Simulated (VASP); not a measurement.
# Bi2Se3 (R-3m) in VASP: notebook

Bi2Se3 is run at these levels: PBE; tasks: single point.

Everything below comes from runs of VASP 6.6.1. Logs are shortened: lines on timing, memory, paths and dates and some standing lists are left out, and cuts for length are marked.

### Step 1. The cell of the first run

Symmetry: R-3m, No. 166, trigonal system. Conventional cell: a = 4.474 Å, b = 4.474 Å, c = 28.636 Å, α = 90.00°, β = 90.00°, γ = 120.00°. Bi (site symmetry 3m) has 6 Se at 3.01 to 3.23 Å within 4.0 Å. Within 4.5 Å of Se (site symmetry -3m) lie 6 Bi at 3.23 Å and 12 Se at 4.34 to 4.47 Å. Within 4.0 Å of Se (site symmetry 3m) lie 3 Bi at 3.01 Å and 3 Se at 3.65 Å.

### Step 2. Single point, PBE (strain +0.080 along x and y, +0.000 along z)

Contents of INCAR:

```
SYSTEM = Bi2Se3
PREC = Accurate ; ENCUT = 520
EDIFF = 1E-6 ; ISMEAR = 0
SIGMA = 0.03 ; LREAL = .FALSE.
LASPH = .TRUE. ; NELM = 60
ALGO = Normal ; ISIF = 2
LWAVE = .FALSE. ; LCHARG = .FALSE.
GGA = PE ; NBANDS = 32
```

Contents of KPOINTS:

```
regular mesh
0
G
  12 12 12
  0 0 0
```

Contents of POSCAR:

```
Bi2Se3
1.0
    2.2372192405      1.2916591307      9.5453300000
   -2.2372192405      1.2916591307      9.5453300000
    0.0000000000     -2.5833182615      9.5453300000
Bi Se
2 3
Direct
    0.4008000000      0.4008000000      0.4008000000
    0.5992000000      0.5992000000      0.5992000000
    0.0000000000      0.0000000000      0.0000000000
    0.2117000000      0.2117000000      0.2117000000
    0.7883000000      0.7883000000      0.7883000000
```

Potentials or basis: VASP PAW PBE potentials, release 64 (Bi_d, Se).

On the command line:

```console
$ cat potpaw_PBE.64/Bi_d/POTCAR potpaw_PBE.64/Se/POTCAR > POTCAR
$ mpirun -np 1 vasp_std > vasp.out
```

OUTCAR:

```text
SYSTEM = Bi2Se3
   PREC = Accurate
   ENCUT = 520
   EDIFF = 1E-6
   ISMEAR = 0
   LREAL = .FALSE.
   LASPH = .TRUE.
   NELM = 60
   ISIF = 2
   GGA = PE

 ion  position               nearest neighbor table
   1  0.401  0.401  0.401-   5 3.01   5 3.01   5 3.01   3 3.23   3 3.23   3 3.23
   2  0.599  0.599  0.599-   4 3.01   4 3.01   4 3.01   3 3.23   3 3.23   3 3.23
   3  0.000  0.000  0.000-   2 3.23   1 3.23   2 3.23   2 3.23   1 3.23   1 3.23
   4  0.212  0.212  0.212-   2 3.01   2 3.01   2 3.01
   5  0.788  0.788  0.788-   1 3.01   1 3.01   1 3.01

  LATTYP: Found a trigonal (rhomboedric) cell.
 ALAT       =     9.8887237826
 COS(alpha) =     0.8976314399

  Lattice vectors:

 A1 = (   2.2372192405,   1.2916591307,   9.5453300000)
 A2 = (  -2.2372192405,   1.2916591307,   9.5453300000)
 A3 = (   0.0000000000,  -2.5833182615,   9.5453300000)

Analysis of symmetry for initial positions (statically):
=====================================================================
 Subroutine PRICEL returns:
 Original cell was already a primitive cell.

 Routine SETGRP: Setting up the symmetry group for a
 trigonal (rhombohedral) supercell.

 Subroutine GETGRP returns: Found 12 space group operations
 (whereof 12 operations were pure point group operations)
 out of a pool of 12 trial point group operations.

The static configuration has the point symmetry D_3d.

Analysis of symmetry for dynamics (positions and initial velocities):
=====================================================================
 Subroutine PRICEL returns:
 Original cell was already a primitive cell.

 Routine SETGRP: Setting up the symmetry group for a
 trigonal (rhombohedral) supercell.

 Subroutine GETGRP returns: Found 12 space group operations
 (whereof 12 operations were pure point group operations)
 out of a pool of 12 trial point group operations.

The dynamic configuration has the point symmetry D_3d.

 Subroutine INISYM returns: Found 12 space group operations
 (whereof 12 operations are pure point group operations),
 and found     1 'primitive' translations

----------------------------------------------------------------------------------------

                                     Primitive cell

  volume of cell :     165.5003

  direct lattice vectors                    reciprocal lattice vectors
     2.237219240  1.291659131  9.545330000     0.223491731  0.129033011  0.034921091
    -2.237219240  1.291659131  9.545330000    -0.223491731  0.129033011  0.034921091
     0.000000000 -2.583318262  9.545330000     0.000000000 -0.258066022  0.034921091

  length of vectors
     9.888723783  9.888723783  9.888723783     0.260418037  0.260418037  0.260418037

  position of ions in fractional coordinates (direct lattice)
     0.400800000  0.400800000  0.400800000
     0.599200000  0.599200000  0.599200000
     0.000000000  0.000000000  0.000000000
     0.211700000  0.211700000  0.211700000
     0.788300000  0.788300000  0.788300000

  ion indices of the primitive-cell ions
   primitive index   ion index
                 1           1
                 2           2
                 3           3
                 4           4
                 5           5

----------------------------------------------------------------------------------------

 KPOINTS: regular mesh

Automatic generation of k-mesh.
 Grid dimensions read from file:
 generate k-points for:   12   12   12

 Generating k-lattice:

  Cartesian coordinates                     Fractional coordinates (reciprocal lattice)
     0.018624311  0.010752751  0.002910091     0.083333333  0.000000000  0.000000000
    -0.018624311  0.010752751  0.002910091     0.000000000  0.083333333  0.000000000
     0.000000000 -0.021505502  0.002910091     0.000000000  0.000000000  0.083333333

  Length of vectors
     0.021701503  0.021701503  0.021701503

  Shift w.r.t. Gamma in fractional coordinates (k-lattice)
     0.000000000  0.000000000  0.000000000

 Subroutine IBZKPT returns following result:
 ===========================================

 Found    189 irreducible k-points:

 Following reciprocal coordinates:
            Coordinates               Weight
  0.000000  0.000000  0.000000      1.000000
  0.083333  0.000000  0.000000      6.000000
  0.166667 -0.000000  0.000000      6.000000
  0.250000  0.000000 -0.000000      6.000000
  0.333333  0.000000  0.000000      6.000000
  0.416667  0.000000 -0.000000      6.000000
[... 16 lines left out ...]
  0.500000  0.166667 -0.000000     12.000000
 -0.416667  0.166667  0.000000     12.000000
 [... further k-points ...]
   k-points           NKPTS =    189   k-points in BZ     NKDIM =    189   number of bands    NBANDS=     32
   number of dos      NEDOS =    301   number of ions     NIONS =      5
   total plane-waves  NPLWV = 512000
   dimension x,y,z NGX =    80 NGY =   80 NGZ =   80
   dimension x,y,z NGXF=   160 NGYF=  160 NGZF=  160
   ions per type =               2   3
   NGX,Y,Z   is equivalent  to a cutoff of  13.45, 13.45, 13.45 a.u.
   NGXF,Y,Z  is equivalent  to a cutoff of  26.90, 26.90, 26.90 a.u.
 SYSTEM =  Bi2Se3
   PREC   = accura    normal or accurate (medium, high low for compatibility)
   ISTART =      0    job   : 0-new  1-cont  2-samecut
   ICHARG =      2    charge: 1-file 2-atom 10-const
   ISPIN  =      1    spin polarized calculation?
   LNONCOLLINEAR =      F non collinear calculations
   LSORBIT =      F    spin-orbit coupling
   LASPH  =      T    aspherical Exc in radial PAW
   ENCUT  =  520.0 eV  38.22 Ry    6.18 a.u.  18.39 18.39 18.39*2*pi/ulx,y,z
   NELM   =     60;   NELMIN=  2; NELMDL= -5     # of ELM steps
   EDIFF  = 0.1E-05   stopping-criterion for ELM
   LREAL  =      F    real-space projection
   EDIFFG = 0.1E-04   stopping-criterion for IOM
   NSW    =      0    number of steps for IOM
   IBRION =     -1    ionic relax: 0-MD 1-quasi-New 2-CG
   NFREE  =      0    steps in history (QN), initial steepest desc. (CG)
   ISIF   =      2    stress and relaxation
   ISYM   =      2    0-nonsym 1-usesym 2-fastsym
   POTIM  = 0.5000    time-step for ionic-motion
   TEBEG  =    0.0;   TEEND  =   0.0 temperature during run
   PSTRESS=    0.0 pullay stress
   NELECT =      48.0000    total number of electrons
   NUPDOWN=      -1.0000    fix difference up-down
   EMIN   =  10.00;   EMAX   =-10.00  energy-range for DOS
   EFERMI =   0.00;   METHOD = LEGACY
   ISMEAR =     0;   SIGMA  =   0.03  broadening in eV -4-tet -1-fermi 0-gaus
   EFERMI_NEDOS =   21; number of points for ismear=-14 and -15
   IALGO  =     38    algorithm
   IMIX   =      4    mixing-type and parameters
     AMIX     =   0.40;   BMIX     =  1.00
     AMIX_MAG =   1.60;   BMIX_MAG =  1.00
  volume/ion in A,a.u.               =      33.10       223.37
  Fermi-wavevector in a.u.,A,eV,Ry     =   1.083650  2.047802 15.977284  1.174297
  Thomas-Fermi vector in A             =   2.219721
   LORBIT       =      0    0 simple, 1 ext, 2 COOP (PROOUT), +10 PAW based schemes
   GGA     = PE    functional components
   LHFCALC =     F    Hartree Fock is set to
   AEXX    =    0.0000 exact exchange contribution
   IVDW    =     0    specifies the selected vdW correction
   LEPSILON=     F    determine dielectric tensor
   LRPA    =     F    only Hartree local field effects (RPA)
 non-spin polarized calculation
 Gauss-broadening in eV      SIGMA  =   0.03
  energy-cutoff  :      520.00
  volume of cell :      165.50
 maximum number of plane-waves:      4484
 NGX is ok and might be reduce to    80
   NGX = 37   NGY = 37   NGZ = 37

 number of electron      47.9999997 magnetization

 Free energy of the ion-electron system (eV)
  ---------------------------------------------------
  ext. energy  EPLUGINS =         0.00000000
  ---------------------------------------------------
  free energy    TOTEN  =       -19.81899342 eV

  energy without entropy =      -19.81899021  energy(sigma->0) =      -19.81899181

 E-fermi :   3.2056     XC(G=0):  -8.8168

 val. band max:        3.1652585268   @ k =   0.0000   0.0000   0.0000
 cond. band min:       3.2459263072   @ k =   0.0000   0.0000   0.0000
 fundamental gap:      0.0806677804
 Fermi energy:         3.2055926047

 k-point     1 :       0.0000    0.0000    0.0000
  band No.  band energies     occupation
      1     -19.7526      2.00000
      2     -19.7513      2.00000
      3     -19.7403      2.00000
      4     -19.7403      2.00000
      5     -19.7379      2.00000
      6     -19.7379      2.00000
[... 24 lines left out ...]
     31       9.5993      0.00000
     32       9.7095      0.00000

 k-point     2 :       0.0833    0.0000    0.0000
  band No.  band energies     occupation
      1     -19.7522      2.00000
      2     -19.7509      2.00000
      3     -19.7406      2.00000
      4     -19.7404      2.00000
      5     -19.7383      2.00000
      6     -19.7379      2.00000
[... 24 lines left out ...]
     31       9.3353      0.00000
     32       9.6210      0.00000

 k-point     3 :       0.1667   -0.0000    0.0000
  band No.  band energies     occupation
      1     -19.7513      2.00000
      2     -19.7501      2.00000
      3     -19.7414      2.00000
      4     -19.7405      2.00000
      5     -19.7394      2.00000
      6     -19.7379      2.00000
[... 24 lines left out ...]
     31       8.6948      0.00000
     32       9.4358      0.00000

 k-point     4 :       0.2500    0.0000   -0.0000
  band No.  band energies     occupation
      1     -19.7502      2.00000
      2     -19.7492      2.00000
      3     -19.7428      2.00000
      4     -19.7408      2.00000
      5     -19.7408      2.00000
      6     -19.7380      2.00000
[... 654 lines left out ...]
     31       8.6459      0.00000
     32       9.1000      0.00000

 k-point    23 :       0.5000    0.1667   -0.0000
  band No.  band energies     occupation
      1     -19.7479      2.00000
      2     -19.7475      2.00000
      3     -19.7453      2.00000
      4     -19.7430      2.00000
      5     -19.7419      2.00000
      6     -19.7390      2.00000
[... 24 lines left out ...]
     31       8.6382      0.00000
     32       9.4973      0.00000

 k-point    24 :      -0.4167    0.1667    0.0000
  band No.  band energies     occupation
      1     -19.7476      2.00000
      2     -19.7475      2.00000
      3     -19.7457      2.00000
      4     -19.7428      2.00000
      5     -19.7425      2.00000
      6     -19.7391      2.00000
[... 24 lines left out ...]
     31       8.5282      0.00000
     32       9.5387      0.00000

 [... further k-points ...]

------------------------ aborting loop because EDIFF is reached ----------------------------------------

  FORCE on cell =-STRESS in cart. coord.  units (eV):
  Direction    XX          YY          ZZ          XY          YZ          ZX
  --------------------------------------------------------------------------------------
  -------------------------------------------------------------------------------------
  Total       -6.2042826     -6.2042826     -3.2147728      0.0000000      0.0000000      0.0000000
  in kB      -60.0625122    -60.0625122    -31.1216210      0.0000000      0.0000000      0.0000000
  external PRESSURE =     -50.4155485 kB  Pullay stress =       0.0000000 kB

 VOLUME and BASIS-vectors are now :
 -----------------------------------------------------------------------------
  energy-cutoff  :      520.00
  volume of cell :      165.50
      direct lattice vectors                 reciprocal lattice vectors
     2.237219240  1.291659131  9.545330000     0.223491731  0.129033011  0.034921091
    -2.237219240  1.291659131  9.545330000    -0.223491731  0.129033011  0.034921091
     0.000000000 -2.583318262  9.545330000     0.000000000 -0.258066022  0.034921091

 POSITION                                       TOTAL-FORCE (eV/Angst)
 -----------------------------------------------------------------------------------
      0.00000     -0.00000     11.47730         0.000000     -0.000000      0.242050
      0.00000     -0.00000     17.15869         0.000000      0.000000     -0.242050
      0.00000      0.00000      0.00000         0.000000     -0.000000      0.000000
      0.00000     -0.00000      6.06224         0.000000     -0.000000      0.623932
      0.00000     -0.00000     22.57375         0.000000      0.000000     -0.623932
 -----------------------------------------------------------------------------------
    total drift:                                0.000000      0.000000     -0.000000

  FREE ENERGIE OF THE ION-ELECTRON SYSTEM (eV)
  ---------------------------------------------------
  free  energy   TOTEN  =       -19.8189934205 eV

  energy  without entropy=      -19.8189902066  energy(sigma->0) =      -19.81899181
```

Wall time 63 min (1 thread of Oxide Virtual Turin-like, shared host); peak memory 1.4 GiB.

Results:

| Quantity | Value |
| --- | --- |
| Free energy | -19.8190 eV |
| Pressure | -5.0 GPa |
| Largest force | 0.624 eV/Å |
| Band gap on the k mesh | 0.08 eV |

Forces in eV/Å, atoms in the order of the input:
```
Bi   0.000  0.000  0.242
Bi   0.000  0.000 -0.242
Se   0.000  0.000  0.000
Se   0.000  0.000  0.624
Se   0.000  0.000 -0.624
```

Caveat: the cell differs from its parent crystal (strain +0.080 along x and y, +0.000 along z); the cell stands under tension; spin-orbit coupling is left out, which moves the levels of the heavy elements.

### Step 3. Single point, PBE (strain +0.080 along x and y, +0.080 along z)

Contents of INCAR:

```
ALGO     = Normal         # electronic algorithm
EDIFF    = 1E-7           # SCF threshold, eV
ENCUT    = 520            # plane-wave cutoff, eV
GGA      = PE             # functional
ISIF     = 2              # what is computed and relaxed
ISMEAR   = 0              # smearing method
LASPH    = T              # aspherical terms in the spheres
LCHARG   = F              # write CHGCAR
LREAL    = F              # projectors in reciprocal space
LWAVE    = F              # write WAVECAR
NBANDS   = 32             # bands
NELM     = 80             # most SCF steps
PREC     = Accurate       # precision mode
SIGMA    = 0.03           # smearing width, eV
```

Contents of KPOINTS:

```
k-points
0
Gamma
  12 12 12
```

Changes to POSCAR since step 2:

```diff
@@ -2,5 +2,5 @@
 1.0
-    2.2372192405      1.2916591307      9.5453300000
-   -2.2372192405      1.2916591307      9.5453300000
-    0.0000000000     -2.5833182615      9.5453300000
+    2.2372192405      1.2916591307     10.3089564000
+   -2.2372192405      1.2916591307     10.3089564000
+    0.0000000000     -2.5833182615     10.3089564000
 Bi Se
```

Potentials or basis: VASP PAW PBE potentials, release 64 (Bi_d, Se).

On the command line:

```console
$ cat potpaw_PBE.64/Bi_d/POTCAR potpaw_PBE.64/Se/POTCAR > POTCAR
$ mpirun -np 1 vasp_std > vasp.out
```

Run time: 2.1 h. Hardware: 1 thread of Oxide Virtual Turin-like, shared host; peak memory 1.5 GiB.

Results (log left out):

* Free energy: -19.4055 eV
* Pressure: -7.0 GPa
* Largest force: 1.166 eV/Å
* Band gap on the k mesh: 0.34 eV

Forces in eV/Å, atoms in the order of the input:
```
Bi   0.000  0.000  0.379
Bi   0.000  0.000 -0.379
Se   0.000  0.000  0.000
Se   0.000  0.000  1.166
Se   0.000  0.000 -1.166
```

Stress tensor (GPa, compression positive):
```
-7.06  0.00  0.00
 0.00 -7.06  0.00
 0.00  0.00 -6.82
```

Levels at points of the mesh, in eV from the valence-band top:
| k point | band 21 | band 22 | band 23 | band 24 | band 25 | band 26 | band 27 | band 28 |
| --- | --- | --- | --- | --- | --- | --- | --- | --- |
| (0.00, 0.00, 0.00) | -1.15 | -0.60 | -0.60 | 0.00 | 0.33 | 1.50 | 1.50 | 2.05 |
| (0.50, 0.00, 0.00) | -2.01 | -1.31 | -0.63 | -0.35 | 0.99 | 1.91 | 2.67 | 2.82 |
| (0.50, 0.50, 0.00) | -1.33 | -1.19 | -0.89 | -0.61 | 1.44 | 1.97 | 2.32 | 2.60 |
| (0.50, 0.50, 0.50) | -1.00 | -0.70 | -0.70 | -0.34 | 0.76 | 1.70 | 1.70 | 1.81 |

Caveat: the cell differs from its parent crystal (strain +0.080 along x and y, +0.080 along z); the cell stands under tension; spin-orbit coupling is left out, which moves the levels of the heavy elements; forces of over 1 eV/Å act on the atoms, so gaps and moduli don't describe the material at rest.
